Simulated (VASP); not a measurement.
A run of VASP 6.6.1:

INCAR

```
PREC = Accurate
ENCUT = 520
EDIFF = 1E-6
ISMEAR = 0
SIGMA = 0.01
LREAL = False
LASPH = True
NELM = 100
ALGO = Normal
ISIF = 2
LWAVE = False
LCHARG = True
GGA = PE
LELF = True
LVHAR = True
NBANDS = 24
```

Contents of KPOINTS:

```
Automatic mesh
0
Gamma
  6 6 4
```

POSCAR

```
KCl
1.0
    4.3200291766      0.0000000000      0.0000000000
   -2.1600145883      3.7412550120      0.0000000000
    0.0000000000      0.0000000000      7.5763187225
K Cl
2 2
Direct
    0.0000000000      0.0000000000      0.0000000000
    0.0000000000      0.0000000000      0.5000000000
    0.3333333333      0.6666666667      0.2500000000
    0.6666666667      0.3333333333      0.7500000000
```

Potentials or basis: VASP PAW PBE potentials, release 64 (K_sv, Cl).

Run with:

```sh
$ cat potpaw_PBE.64/K_sv/POTCAR potpaw_PBE.64/Cl/POTCAR > POTCAR
$ mpirun -np 1 vasp_std > vasp.out
```

Hardware: 1 thread of Intel(R) Xeon(R) 6975P-C (Granite Rapids), with other jobs on the host.

Q: Estimate the wall time of this run.

A: Run time: 28 s on 1 thread of Intel(R) Xeon(R) 6975P-C (Granite Rapids), on a shared host, peak memory 0.24 GiB. Counts: scf iterations 13, k points 21.
